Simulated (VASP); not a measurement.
# Bi (R-3m) in VASP: notebook, part 2 of 3

VASP 6.6.1. The steps go on from the part before.

## Step 4: Electric field gradients, PBE (34.68 Å³/atom)

This run uses another cell than the first one, of 34.68 Å³/atom.

The input, INCAR:

```
SYSTEM = Bi
PREC = Accurate
ENCUT = 520
EDIFF = 1E-8
ISMEAR = -1
SIGMA = 0.03
LREAL = .FALSE.
LASPH = .TRUE.
NELM = 60
ALGO = Normal
ISIF = 2
LWAVE = .FALSE.
LCHARG = .FALSE.
GGA = PE
LEFG = .TRUE.
NBANDS = 22
```

The input, KPOINTS:

```
Automatic mesh
0
G
  11 11 11
  0 0 0
```

The input, POSCAR:

```
Bi
1.0
    2.2577441873      1.3035092143      3.9274622876
   -2.2577441873      1.3035092143      3.9274622876
    0.0000000000     -2.6070184286      3.9274622876
Bi
2
Direct
    0.2338900000      0.2338900000      0.2338900000
    0.7661100000      0.7661100000      0.7661100000
```

Potentials or basis: VASP PAW PBE potentials, release 64 (Bi_d).

On the command line:

```console
> cat potpaw_PBE.64/Bi_d/POTCAR > POTCAR
> mpirun -np 1 vasp_std > vasp.out
```

OUTCAR:

```text
SYSTEM = Bi
   PREC = Accurate
   ENCUT = 520
   EDIFF = 1E-8
   ISMEAR = -1
   LREAL = .FALSE.
   LASPH = .TRUE.
   NELM = 60
   ISIF = 2
   GGA = PE

 ion  position               nearest neighbor table
   1  0.234  0.234  0.234-   2 3.05   2 3.05   2 3.05   2 3.51   2 3.51   2 3.51
   2  0.766  0.766  0.766-   1 3.05   1 3.05   1 3.05   1 3.51   1 3.51   1 3.51

  LATTYP: Found a trigonal (rhomboedric) cell.
 ALAT       =     4.7139691458
 COS(alpha) =     0.5412184017

  Lattice vectors:

 A1 = (   2.2577441873,   1.3035092143,   3.9274622876)
 A2 = (  -2.2577441873,   1.3035092143,   3.9274622876)
 A3 = (   0.0000000000,  -2.6070184286,   3.9274622876)

Analysis of symmetry for initial positions (statically):
=====================================================================
 Subroutine PRICEL returns:
 Original cell was already a primitive cell.

 Routine SETGRP: Setting up the symmetry group for a
 trigonal (rhombohedral) supercell.

 Subroutine GETGRP returns: Found 12 space group operations
 (whereof 12 operations were pure point group operations)
 out of a pool of 12 trial point group operations.

The static configuration has the point symmetry D_3d.

Analysis of symmetry for dynamics (positions and initial velocities):
=====================================================================
 Subroutine PRICEL returns:
 Original cell was already a primitive cell.

 Routine SETGRP: Setting up the symmetry group for a
 trigonal (rhombohedral) supercell.

 Subroutine GETGRP returns: Found 12 space group operations
 (whereof 12 operations were pure point group operations)
 out of a pool of 12 trial point group operations.

The dynamic configuration has the point symmetry D_3d.

 Subroutine INISYM returns: Found 12 space group operations
 (whereof 12 operations are pure point group operations),
 and found     1 'primitive' translations

----------------------------------------------------------------------------------------

                                     Primitive cell

  volume of cell :      69.3509

  direct lattice vectors                    reciprocal lattice vectors
     2.257744187  1.303509214  3.927462288     0.221459988  0.127859984  0.084872447
    -2.257744187  1.303509214  3.927462288    -0.221459988  0.127859984  0.084872447
     0.000000000 -2.607018429  3.927462288     0.000000000 -0.255719967  0.084872447

  length of vectors
     4.713969146  4.713969146  4.713969146     0.269436512  0.269436512  0.269436512

  position of ions in fractional coordinates (direct lattice)
     0.233890000  0.233890000  0.233890000
     0.766110000  0.766110000  0.766110000

  ion indices of the primitive-cell ions
   primitive index   ion index
                 1           1
                 2           2

----------------------------------------------------------------------------------------

 KPOINTS: Automatic mesh

[... 71 lines left out ...]
   IBRION =     -1    ionic relax: 0-MD 1-quasi-New 2-CG
   NFREE  =      0    steps in history (QN), initial steepest desc. (CG)
   ISIF   =      2    stress and relaxation
   ISYM   =      2    0-nonsym 1-usesym 2-fastsym
   POTIM  = 0.5000    time-step for ionic-motion
   TEBEG  =    0.0;   TEEND  =   0.0 temperature during run
   PSTRESS=    0.0 pullay stress
   NELECT =      30.0000    total number of electrons
   NUPDOWN=      -1.0000    fix difference up-down
   EMIN   =  10.00;   EMAX   =-10.00  energy-range for DOS
   EFERMI =   0.00;   METHOD = LEGACY
   ISMEAR =    -1;   SIGMA  =   0.03  broadening in eV -4-tet -1-fermi 0-gaus
   EFERMI_NEDOS =   21; number of points for ismear=-14 and -15
   IALGO  =     38    algorithm
   IMIX   =      4    mixing-type and parameters
     AMIX     =   0.40;   BMIX     =  1.00
     AMIX_MAG =   1.60;   BMIX_MAG =  1.00
  volume/ion in A,a.u.               =      34.68       234.00
  Fermi-wavevector in a.u.,A,eV,Ry     =   1.238125  2.339717 20.857104  1.532954
  Thomas-Fermi vector in A             =   2.372664
   LORBIT       =      0    0 simple, 1 ext, 2 COOP (PROOUT), +10 PAW based schemes
   GGA     = PE    functional components
   LHFCALC =     F    Hartree Fock is set to
   AEXX    =    0.0000 exact exchange contribution
   IVDW    =     0    specifies the selected vdW correction
   LEPSILON=     F    determine dielectric tensor
   LRPA    =     F    only Hartree local field effects (RPA)
 non-spin polarized calculation
  energy-cutoff  :      520.00
  volume of cell :       69.35
 maximum number of plane-waves:      1899
   NGX = 17   NGY = 17   NGZ = 17

 number of electron      30.0000003 magnetization

 Free energy of the ion-electron system (eV)
  ---------------------------------------------------
  ext. energy  EPLUGINS =         0.00000000
  ---------------------------------------------------
  free energy    TOTEN  =        -7.73999209 eV

  energy without entropy =       -7.73940082  energy(sigma->0) =       -7.73969646

 E-fermi :   6.4956     XC(G=0):  -9.5967

 val. band max:        6.4863103589   @ k =   0.3636   0.1818   0.1818
 cond. band min:       6.6650902559   @ k =   0.4545   0.0909   0.0909
 fundamental gap:      0.1787798970
 Fermi energy:         6.4955626821

 k-point     1 :       0.0000    0.0000    0.0000
  band No.  band energies     occupation
      1     -16.4495      2.00000
      2     -16.4495      2.00000
      3     -16.2915      2.00000
      4     -16.2915      2.00000
      5     -16.2737      2.00000
      6     -16.0965      2.00000
[... 589 lines left out ...]
     21      14.5494      0.00000
     22      14.9993      0.00000

 [... further k-points ...]

------------------------ aborting loop because EDIFF is reached ----------------------------------------

  FORCE on cell =-STRESS in cart. coord.  units (eV):
  Direction    XX          YY          ZZ          XY          YZ          ZX
  --------------------------------------------------------------------------------------
  -------------------------------------------------------------------------------------
  Total        1.2178119      1.2178119      1.1945450      0.0000000      0.0000000      0.0000000
  in kB       28.1344657     28.1344657     27.5969444      0.0000000      0.0000000      0.0000000
  external PRESSURE =      27.9552919 kB  Pullay stress =       0.0000000 kB

 VOLUME and BASIS-vectors are now :
 -----------------------------------------------------------------------------
  energy-cutoff  :      520.00
  volume of cell :       69.35
      direct lattice vectors                 reciprocal lattice vectors
     2.257744187  1.303509214  3.927462288     0.221459988  0.127859984  0.084872447
    -2.257744187  1.303509214  3.927462288    -0.221459988  0.127859984  0.084872447
     0.000000000 -2.607018429  3.927462288     0.000000000 -0.255719967  0.084872447

 POSITION                                       TOTAL-FORCE (eV/Angst)
 -----------------------------------------------------------------------------------
      0.00000      0.00000      2.75578         0.000000     -0.000000      0.295585
      0.00000      0.00000      9.02660         0.000000      0.000000     -0.295585
 -----------------------------------------------------------------------------------
    total drift:                                0.000000     -0.000000      0.000000

  FREE ENERGIE OF THE ION-ELECTRON SYSTEM (eV)
  ---------------------------------------------------
  free  energy   TOTEN  =        -7.7399920903 eV

  energy  without entropy=       -7.7394008243  energy(sigma->0) =       -7.73969646

 Electric field gradients (V/A^2)
---------------------------------------------------------------------
 ion       V_xx      V_yy      V_zz      V_xy      V_xz      V_yz
---------------------------------------------------------------------
   1      17.126    17.126   -34.251     0.000     0.000     0.000
   2      17.126    17.126   -34.251     0.000    -0.000    -0.000
---------------------------------------------------------------------

 Electric field gradients after diagonalization (V/A^2)
 (convention: |V_zz| > |V_xx| > |V_yy|)
----------------------------------------------------------------------
 ion       V_xx      V_yy      V_zz     asymmetry (V_yy - V_xx)/ V_zz
----------------------------------------------------------------------
   1      17.126    17.126   -34.251       0.000
   2      17.126    17.126   -34.251       0.000
----------------------------------------------------------------------

           NMR quadrupolar parameters

 Cq : quadrupolar parameter    Cq=e*Q*V_zz/h
 eta: asymmetry parameters     (V_yy - V_xx)/ V_zz
 Q  : nuclear electric quadrupole moment in mb (millibarn)
----------------------------------------------------------------------
 ion       Cq(MHz)       eta       Q (mb)
----------------------------------------------------------------------
   1      -0.083       0.000       1.000
   2      -0.083       0.000       1.000
----------------------------------------------------------------------
```

OSZICAR:

```text
N       E                     dE             d eps       ncg     rms          rms(c)
DAV:   1     0.307745269824E+03    0.30775E+03   -0.16227E+04  6444   0.165E+03
DAV:   2     0.186454861013E+02   -0.28910E+03   -0.28181E+03  6538   0.440E+02
DAV:   3    -0.682807681957E+01   -0.25474E+02   -0.25191E+02  7786   0.143E+02
DAV:   4    -0.770751270074E+01   -0.87944E+00   -0.87897E+00  8030   0.293E+01
DAV:   5    -0.774317473529E+01   -0.35662E-01   -0.35661E-01  9218   0.530E+00    0.108E+00
DAV:   6    -0.774019815540E+01    0.29766E-02   -0.16429E-02  8558   0.134E+00    0.647E-01
DAV:   7    -0.773976302733E+01    0.43513E-03   -0.10908E-02  8144   0.119E+00    0.108E-01
DAV:   8    -0.773997156762E+01   -0.20854E-03   -0.13442E-03  7626   0.402E-01    0.231E-02
DAV:   9    -0.773999274668E+01   -0.21179E-04   -0.54200E-05  9328   0.561E-02    0.967E-03
DAV:  10    -0.773999165527E+01    0.10914E-05   -0.75009E-06  7348   0.265E-02    0.167E-03
DAV:  11    -0.773999208911E+01   -0.43383E-06   -0.56322E-07  8352   0.559E-03    0.120E-03
DAV:  12    -0.773999203050E+01    0.58608E-07   -0.12731E-07  6772   0.223E-03    0.210E-04
DAV:  13    -0.773999205994E+01   -0.29443E-07   -0.95927E-09  6242   0.744E-04    0.846E-05
DAV:  14    -0.773999209149E+01   -0.31552E-07   -0.20415E-09  4316   0.426E-04    0.288E-05
DAV:  15    -0.773999209034E+01    0.11514E-08   -0.53498E-10  3986   0.268E-04
   1 F= -.77399921E+01 E0= -.77396965E+01  d E =-.591266E-03
```

Run time: 2.3 min. Hardware: 1 thread of Intel Xeon Platinum 8488C (Sapphire Rapids), shared host; peak memory 0.32 GiB.

Results:

* Free energy: -7.7400 eV
* Pressure: 2.8 GPa
* Largest force: 0.296 eV/Å
* Band gap on the k mesh: zero (bands 15 and 16 overlap by 0.06 eV)
* Largest electric field gradient by atom: Bi -34.3 V/Å²

Forces on the atoms (eV/Å):
```
Bi   0.000  0.000  0.296
Bi   0.000  0.000 -0.296
```

Levels at points of the mesh, in eV from the Fermi level:
```tsv
k point	band 11	band 12	band 13	band 14	band 15	band 16	band 17	band 18	band 19	band 20
(0.00, 0.00, 0.00)	-13.18	-7.38	-1.49	-1.22	-1.22	2.52	3.01	3.01	5.68	5.81
```

Electric field gradients, principal values (V/Å²):
| atom | least | middle | greatest (by size) |
| --- | --- | --- | --- |
| 1 Bi | 17.126 | 17.126 | -34.251 |
| 2 Bi | 17.126 | 17.126 | -34.251 |

Caveat: without QUAD_EFG the Cq values of the log hold for a quadrupole moment of 1 mb, not for the nuclei; spin-orbit coupling is left out, which moves the levels of the heavy elements.

(Part 2 of 3 ends here.)

The gap in the log of VASP goes by the Fermi energy; the results here count the filled bands.